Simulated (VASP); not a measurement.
# Ta2H (C222) in VASP: further runs

The runs below take Ta2H through single point, relaxation of volume and atoms at fixed shape, with LDA.

All numbers are computed with VASP 6.6.1; they aren't measurements. Logs are shortened: lines on timing, memory, paths and dates and some standing lists are left out, and cuts for length are marked.

### Step 1. The cell of the first run

The structure is orthorhombic, space group C222 (No. 21). Conventional cell: a = 3.393 Å, b = 4.676 Å, c = 4.692 Å, α = 90.00°, β = 90.00°, γ = 90.00°. Ta (site symmetry 2) has 2 H at 1.90 Å within 2.5 Å. Within 2.5 Å of H (site symmetry 222) lie 4 Ta at 1.90 Å.

### Step 2. Single point, LDA

INCAR reads:

```
SYSTEM = Ta2H
ALGO = Normal
EDIFF = 1E-6
ENCUT = 520
ISIF = 2
ISMEAR = -1
LASPH = .TRUE.
LCHARG = .FALSE.
LREAL = .FALSE.
LWAVE = .FALSE.
NBANDS = 18
NELM = 80
PREC = Accurate
SIGMA = 0.1
```

KPOINTS reads:

```
k-points
0
G
  7 7 5
  0 0 0
```

POSCAR reads:

```
Ta2H
1.0
    1.6963459738     -2.3381827228      0.0000000000
    1.6963459738      2.3381827228      0.0000000000
    0.0000000000      0.0000000000      4.6917773719
Ta H
2 1
Direct
    0.0000000000      0.5000000000      0.2645325666
    0.5000000000      0.0000000000      0.7354674334
    0.0000000000      0.0000000000      0.0000000000
```

Potentials or basis: VASP PAW LDA potentials, release 64 (Ta_pv, H).

On the command line:

```console
> cat potpaw_LDA.64/Ta_pv/POTCAR potpaw_LDA.64/H/POTCAR > POTCAR
> mpirun -np 1 vasp_std > vasp.out
```

OUTCAR:

```text
SYSTEM = Ta2H
   EDIFF = 1E-6
   ENCUT = 520
   ISIF = 2
   ISMEAR = -1
   LASPH = .TRUE.
   LREAL = .FALSE.
   NELM = 80
   PREC = Accurate

 ion  position               nearest neighbor table
   1  0.000  0.500  0.265-   3 1.90   3 1.90   2 2.79   2 2.79   2 3.01   2 3.01   2 3.22   2 3.22
                             2 3.41   2 3.41
   2  0.500  0.000  0.735-   3 1.90   3 1.90   1 2.79   1 2.79   1 3.01   1 3.01   1 3.22   1 3.22
                             1 3.41   1 3.41
   3  0.000  0.000  0.000-   1 1.90   2 1.90   1 1.90   2 1.90

  LATTYP: Found a base centered orthorhombic cell.
 ALAT       =     3.3926919476
 B/A-ratio  =     1.3783642953
 C/A-ratio  =     1.3829069790

  Lattice vectors:

 A1 = (   1.6963459738,  -2.3381827228,   0.0000000000)
 A2 = (   1.6963459738,   2.3381827228,   0.0000000000)
 A3 = (   0.0000000000,   0.0000000000,   4.6917773719)

Analysis of symmetry for initial positions (statically):
=====================================================================
 Subroutine PRICEL returns:
 Original cell was already a primitive cell.

 Routine SETGRP: Setting up the symmetry group for a
 base centered orthorhombic supercell.

 Subroutine GETGRP returns: Found  4 space group operations
 (whereof  4 operations were pure point group operations)
 out of a pool of  8 trial point group operations.

The static configuration has the point symmetry D_2 .

Analysis of symmetry for dynamics (positions and initial velocities):
=====================================================================
 Subroutine PRICEL returns:
 Original cell was already a primitive cell.

 Routine SETGRP: Setting up the symmetry group for a
 base centered orthorhombic supercell.

 Subroutine GETGRP returns: Found  4 space group operations
 (whereof  4 operations were pure point group operations)
 out of a pool of  8 trial point group operations.

The dynamic configuration has the point symmetry D_2 .

 Subroutine INISYM returns: Found  4 space group operations
 (whereof  4 operations are pure point group operations),
 and found     1 'primitive' translations

----------------------------------------------------------------------------------------

                                     Primitive cell

  volume of cell :      37.2186

  direct lattice vectors                    reciprocal lattice vectors
     1.696345974 -2.338182723  0.000000000     0.294751193 -0.213841286  0.000000000
     1.696345974  2.338182723  0.000000000     0.294751193  0.213841286  0.000000000
     0.000000000  0.000000000  4.691777372     0.000000000  0.000000000  0.213138843

  length of vectors
     2.888717381  2.888717381  4.691777372     0.364151564  0.364151564  0.213138843

  position of ions in fractional coordinates (direct lattice)
     1.000000000  0.500000000  0.264532567
     0.500000000  1.000000000  0.735467433
     0.000000000  0.000000000  0.000000000

  ion indices of the primitive-cell ions
   primitive index   ion index
                 1           1
                 2           2
                 3           3

----------------------------------------------------------------------------------------

 KPOINTS: k-points

Automatic generation of k-mesh.
 Grid dimensions read from file:
 generate k-points for:    7    7    5

 Generating k-lattice:

  Cartesian coordinates                     Fractional coordinates (reciprocal lattice)
     0.042107313 -0.030548755  0.000000000     0.142857143  0.000000000  0.000000000
     0.042107313  0.030548755  0.000000000     0.000000000  0.142857143  0.000000000
     0.000000000  0.000000000  0.042627769     0.000000000  0.000000000  0.200000000

  Length of vectors
     0.052021652  0.052021652  0.042627769

  Shift w.r.t. Gamma in fractional coordinates (k-lattice)
     0.000000000  0.000000000  0.000000000

 Subroutine IBZKPT returns following result:
 ===========================================

 Found     48 irreducible k-points:

 Following reciprocal coordinates:
            Coordinates               Weight
  0.000000  0.000000  0.000000      1.000000
  0.142857 -0.000000  0.000000      4.000000
  0.285714 -0.000000  0.000000      4.000000
  0.428571 -0.000000  0.000000      4.000000
  0.142857  0.142857  0.000000      2.000000
  0.285714  0.142857  0.000000      4.000000
[... 16 lines left out ...]
  0.428571  0.142857  0.200000      8.000000
 -0.428571  0.142857  0.200000      8.000000
 [... further k-points ...]
   k-points           NKPTS =     48   k-points in BZ     NKDIM =     48   number of bands    NBANDS=     18
   number of dos      NEDOS =    301   number of ions     NIONS =      3
   total plane-waves  NPLWV =  20736
   dimension x,y,z NGX =    24 NGY =   24 NGZ =   36
   dimension x,y,z NGXF=    48 NGYF=   48 NGZF=   72
   ions per type =               2   1
   NGX,Y,Z   is equivalent  to a cutoff of  13.81, 13.81, 12.76 a.u.
   NGXF,Y,Z  is equivalent  to a cutoff of  27.62, 27.62, 25.51 a.u.
 SYSTEM =  Ta2H
   PREC   = accura    normal or accurate (medium, high low for compatibility)
   ISTART =      0    job   : 0-new  1-cont  2-samecut
   ICHARG =      2    charge: 1-file 2-atom 10-const
   ISPIN  =      1    spin polarized calculation?
   LNONCOLLINEAR =      F non collinear calculations
   LSORBIT =      F    spin-orbit coupling
   LASPH  =      T    aspherical Exc in radial PAW
   ENCUT  =  520.0 eV  38.22 Ry    6.18 a.u.   5.37  5.37  8.72*2*pi/ulx,y,z
   NELM   =     80;   NELMIN=  2; NELMDL= -5     # of ELM steps
   EDIFF  = 0.1E-05   stopping-criterion for ELM
   LREAL  =      F    real-space projection
   EDIFFG = 0.1E-04   stopping-criterion for IOM
   NSW    =      0    number of steps for IOM
   IBRION =     -1    ionic relax: 0-MD 1-quasi-New 2-CG
   NFREE  =      0    steps in history (QN), initial steepest desc. (CG)
   ISIF   =      2    stress and relaxation
   ISYM   =      2    0-nonsym 1-usesym 2-fastsym
   POTIM  = 0.5000    time-step for ionic-motion
   TEBEG  =    0.0;   TEEND  =   0.0 temperature during run
   PSTRESS=    0.0 pullay stress
   NELECT =      23.0000    total number of electrons
   NUPDOWN=      -1.0000    fix difference up-down
   EMIN   =  10.00;   EMAX   =-10.00  energy-range for DOS
   EFERMI =   0.00;   METHOD = LEGACY
   ISMEAR =    -1;   SIGMA  =   0.10  broadening in eV -4-tet -1-fermi 0-gaus
   EFERMI_NEDOS =   21; number of points for ismear=-14 and -15
   IALGO  =     38    algorithm
   IMIX   =      4    mixing-type and parameters
     AMIX     =   0.40;   BMIX     =  1.00
     AMIX_MAG =   1.60;   BMIX_MAG =  1.00
  volume/ion in A,a.u.               =      12.41        83.72
  Fermi-wavevector in a.u.,A,eV,Ry     =   1.394432  2.635094 26.455722  1.944441
  Thomas-Fermi vector in A             =   2.517982
   LORBIT       =      0    0 simple, 1 ext, 2 COOP (PROOUT), +10 PAW based schemes
   GGA     = CA    functional components
   LHFCALC =     F    Hartree Fock is set to
   AEXX    =    0.0000 exact exchange contribution
   IVDW    =     0    specifies the selected vdW correction
   LEPSILON=     F    determine dielectric tensor
   LRPA    =     F    only Hartree local field effects (RPA)
 non-spin polarized calculation
  energy-cutoff  :      520.00
  volume of cell :       37.22
 maximum number of plane-waves:      1035
 NGX is ok and might be reduce to    24
   NGX = 11   NGY = 11   NGZ = 17

 number of electron      23.0000002 magnetization

 Free energy of the ion-electron system (eV)
  ---------------------------------------------------
  ext. energy  EPLUGINS =         0.00000000
  ---------------------------------------------------
  free energy    TOTEN  =       -29.77297178 eV

  energy without entropy =      -29.73084014  energy(sigma->0) =      -29.75190596

 E-fermi :   5.6576     XC(G=0): -12.8792

 val. band max:        5.6220080663   @ k =   0.1429  -0.0000   0.0000
 cond. band min:       5.6672028772   @ k =   0.0000   0.0000   0.2000
 fundamental gap:      0.0451948109
 Fermi energy:         5.6576459268

 k-point     1 :       0.0000    0.0000    0.0000
  band No.  band energies     occupation
      1     -28.6210      2.00000
      2     -27.8308      2.00000
      3     -27.4913      2.00000
      4     -27.4678      2.00000
      5     -27.4522      2.00000
      6     -27.4140      2.00000
[... 10 lines left out ...]
     17      10.0382      0.00000
     18      12.9548      0.00000

 k-point     2 :       0.1429   -0.0000    0.0000
  band No.  band energies     occupation
      1     -28.5510      2.00000
      2     -27.9110      2.00000
      3     -27.6163      2.00000
      4     -27.5514      2.00000
      5     -27.4972      2.00000
      6     -27.4443      2.00000
[... 10 lines left out ...]
     17      10.4010      0.00000
     18      13.2888      0.00000

 k-point     3 :       0.2857   -0.0000    0.0000
  band No.  band energies     occupation
      1     -28.3699      2.00000
      2     -28.1701      2.00000
      3     -27.9737      2.00000
      4     -27.6426      2.00000
      5     -27.5716      2.00000
      6     -27.4757      2.00000
[... 10 lines left out ...]
     17      10.0607      0.00000
     18      13.2775      0.00000

 k-point     4 :       0.4286   -0.0000    0.0000
  band No.  band energies     occupation
      1     -28.4014      2.00000
      2     -28.3151      2.00000
      3     -28.0593      2.00000
      4     -27.8224      2.00000
      5     -27.5786      2.00000
      6     -27.5082      2.00000
[... 10 lines left out ...]
     17      11.7273      0.00000
     18      14.1400      0.00000

 k-point     5 :       0.1429    0.1429    0.0000
  band No.  band energies     occupation
      1     -28.4226      2.00000
      2     -27.9616      2.00000
      3     -27.7313      2.00000
      4     -27.6529      2.00000
      5     -27.5952      2.00000
      6     -27.5717      2.00000
[... 10 lines left out ...]
     17      10.1577      0.00000
     18      13.4991      0.00000

 k-point     6 :       0.2857    0.1429    0.0000
  band No.  band energies     occupation
      1     -28.2308      2.00000
      2     -28.1638      2.00000
      3     -27.9842      2.00000
      4     -27.8314      2.00000
      5     -27.6918      2.00000
      6     -27.6355      2.00000
[... 10 lines left out ...]
     17      10.2325      0.00000
     18      12.2578      0.00000

 k-point     7 :       0.4286    0.1429    0.0000
  band No.  band energies     occupation
      1     -28.3916      2.00000
      2     -28.3014      2.00000
      3     -27.9907      2.00000
      4     -27.8877      2.00000
      5     -27.7062      2.00000
      6     -27.6386      2.00000
[... 10 lines left out ...]
     17      11.8451      0.00000
     18      14.2726      0.00000

 k-point     8 :      -0.4286    0.1429    0.0000
  band No.  band energies     occupation
      1     -28.3770      2.00000
      2     -28.3016      2.00000
      3     -28.1790      2.00000
      4     -27.7201      2.00000
      5     -27.6437      2.00000
      6     -27.5944      2.00000
[... 10 lines left out ...]
     17      11.7088      0.00000
     18      13.9990      0.00000
[... 229 lines left out ...]
     17      10.0165      0.00000
     18      13.3989      0.00000

 k-point    20 :       0.4286   -0.0000    0.2000
  band No.  band energies     occupation
      1     -28.4977      2.00000
      2     -28.3923      2.00000
      3     -27.9545      2.00000
      4     -27.7999      2.00000
      5     -27.5487      2.00000
      6     -27.4768      2.00000
[... 10 lines left out ...]
     17      11.6870      0.00000
     18      13.7707      0.00000

 k-point    21 :       0.1429    0.1429    0.2000
  band No.  band energies     occupation
      1     -28.4130      2.00000
      2     -27.9792      2.00000
      3     -27.7712      2.00000
      4     -27.6753      2.00000
      5     -27.5985      2.00000
      6     -27.4975      2.00000
[... 10 lines left out ...]
     17       9.9638      0.00000
     18      13.3864      0.00000

 k-point    22 :       0.2857    0.1429    0.2000
  band No.  band energies     occupation
      1     -28.3539      2.00000
      2     -28.2112      2.00000
      3     -27.9350      2.00000
      4     -27.7861      2.00000
      5     -27.6755      2.00000
      6     -27.5635      2.00000
[... 10 lines left out ...]
     17      10.1861      0.00000
     18      13.3221      0.00000

 k-point    23 :       0.4286    0.1429    0.2000
  band No.  band energies     occupation
      1     -28.4688      2.00000
      2     -28.3799      2.00000
      3     -27.9453      2.00000
      4     -27.8744      2.00000
      5     -27.6431      2.00000
      6     -27.5903      2.00000
[... 10 lines left out ...]
     17      11.8092      0.00000
     18      14.0211      0.00000

 k-point    24 :      -0.4286    0.1429    0.2000
  band No.  band energies     occupation
      1     -28.4651      2.00000
      2     -28.3339      2.00000
      3     -28.0495      2.00000
      4     -27.7661      2.00000
      5     -27.6650      2.00000
      6     -27.5306      2.00000
[... 10 lines left out ...]
     17      11.5766      0.00000
     18      13.7205      0.00000

 [... further k-points ...]
[... 5 lines left out ...]
  --------------------------------------------------------------------------------------
  -------------------------------------------------------------------------------------
  Total       -0.3465194      0.3110211      0.6350258      0.0000000      0.0000000      0.0000000
  in kB      -14.9168747     13.3887532     27.3364235      0.0000000      0.0000000      0.0000000
  external PRESSURE =       8.6027673 kB  Pullay stress =       0.0000000 kB

 VOLUME and BASIS-vectors are now :
 -----------------------------------------------------------------------------
  energy-cutoff  :      520.00
  volume of cell :       37.22
      direct lattice vectors                 reciprocal lattice vectors
     1.696345974 -2.338182723  0.000000000     0.294751193 -0.213841286  0.000000000
     1.696345974  2.338182723  0.000000000     0.294751193  0.213841286  0.000000000
     0.000000000  0.000000000  4.691777372     0.000000000  0.000000000  0.213138843

 POSITION                                       TOTAL-FORCE (eV/Angst)
 -----------------------------------------------------------------------------------
      0.84817      1.16909      1.24113         0.000000      0.000000      0.018432
      0.84817     -1.16909      3.45065         0.000000      0.000000     -0.018432
      0.00000      0.00000      0.00000         0.000000     -0.000000      0.000000
 -----------------------------------------------------------------------------------
    total drift:                                0.000000      0.000000      0.000000

  FREE ENERGIE OF THE ION-ELECTRON SYSTEM (eV)
  ---------------------------------------------------
  free  energy   TOTEN  =       -29.7729717849 eV

  energy  without entropy=      -29.7308401398  energy(sigma->0) =      -29.75190596
```

Wall time 16 s (1 thread of AMD EPYC 9R14 (Zen 4), shared host); peak memory 0.12 GiB.

Results:

* Free energy: -29.7730 eV
* Pressure: 0.9 GPa
* Largest force: 0.018 eV/Å

Forces in eV/Å, atoms in the order of the input:
```
Ta   0.000  0.000  0.018
Ta   0.000  0.000 -0.018
H    0.000  0.000  0.000
```

Caveat: spin-orbit coupling is left out, which moves the levels of the heavy elements.

### Step 3. Relaxation of volume and atoms at fixed shape, LDA

This run uses another cell than the first one, of 12.94 Å³/atom, 1.043 times its volume.

INCAR reads:

```
PREC = Accurate
ENCUT = 600
EDIFF = 1E-6
ISMEAR = -1
SIGMA = 0.1
LREAL = F
LASPH = T
NELM = 100
ALGO = Normal
ISIF = 8
LWAVE = F
LCHARG = F
GGA = CA
IBRION = 2
NSW = 60
EDIFFG = -0.03
```

KPOINTS reads:

```
Automatic mesh
0
Gamma
  7 7 5
```

POSCAR reads:

```
Ta2H
1.0
    1.7204951100     -2.3714690300      0.0000000000
    1.7204951100      2.3714690300      0.0000000000
    0.0000000000      0.0000000000      4.7585693900
Ta H
2 1
Direct
   -0.0000000025      0.4999999996      0.2645697702
    0.4999999996     -0.0000000025      0.7354302298
    0.0000000000      0.0000000000      0.0000000000
```

Potentials or basis: VASP PAW LDA potentials, release 64 (Ta_pv, H).

On the command line:

```console
> cat potpaw_LDA.64/Ta_pv/POTCAR potpaw_LDA.64/H/POTCAR > POTCAR
> mpirun -np 1 vasp_std > vasp.out
```

Wall time 37 s (1 thread of AMD EPYC 9R14 (Zen 4), shared host); peak memory 0.15 GiB.

Results (log left out):

```
Free energy                            : -29.7749 eV
Relaxed volume                         : 12.47 Å³/atom
Relaxed cell                           : a = 2.893 Å, b = 2.893 Å, c = 4.699 Å, α = 90.00°, β = 90.00°, γ = 108.08°
Space group after relaxing (to 0.05 Å) : C222 (No. 21)
Energy gained by relaxing              : 12.6 meV/atom
Ionic steps                            : 3
Pressure after relaxing                : -0.1 GPa
Largest force after relaxing           : 0.008 eV/Å
```

Forces on the atoms (eV/Å):
```
Ta   0.000  0.000 -0.008
Ta   0.000  0.000  0.008
H    0.000  0.000  0.000
```

Stress tensor (GPa, compression positive):
```
-2.38  0.00  0.00
 0.00  0.27  0.00
 0.00  0.00  1.66
```

Step by step:
```tsv
step	energy change (eV)	largest force (eV/Å)	pressure (GPa)	volume (Å³)
1	0.0000	0.0657	-8.09	38.83
2	0.0549	0.1537	14.81	35.27
3	-0.0379	0.0082	-0.15	37.40
```

Final structure:
```cif
data_structure
_symmetry_space_group_name_H-M 'P 1'
_symmetry_Int_Tables_number 1
_cell_length_a 2.8933
_cell_length_b 2.8933
_cell_length_c 4.6993
_cell_angle_alpha 90.000
_cell_angle_beta 90.000
_cell_angle_gamma 108.078
_cell_volume 37.40
loop_
_atom_site_label
_atom_site_type_symbol
_atom_site_fract_x
_atom_site_fract_y
_atom_site_fract_z
_atom_site_occupancy
Ta1 Ta 0.00000 0.50000 0.26482 1
Ta2 Ta 0.50000 0.00000 0.73518 1
H1 H 0.00000 0.00000 0.00000 1
```

Levels at points of the mesh, in eV from the Fermi level:
```tsv
k point	band 7	band 8	band 9	band 10	band 11	band 12	band 13	band 14	band 15
(0.00, 0.00, 0.00)	-9.77	-4.56	-3.13	-0.48	0.18	0.23	0.89	3.04	3.69
```

Caveat: spin-orbit coupling is left out, which moves the levels of the heavy elements.
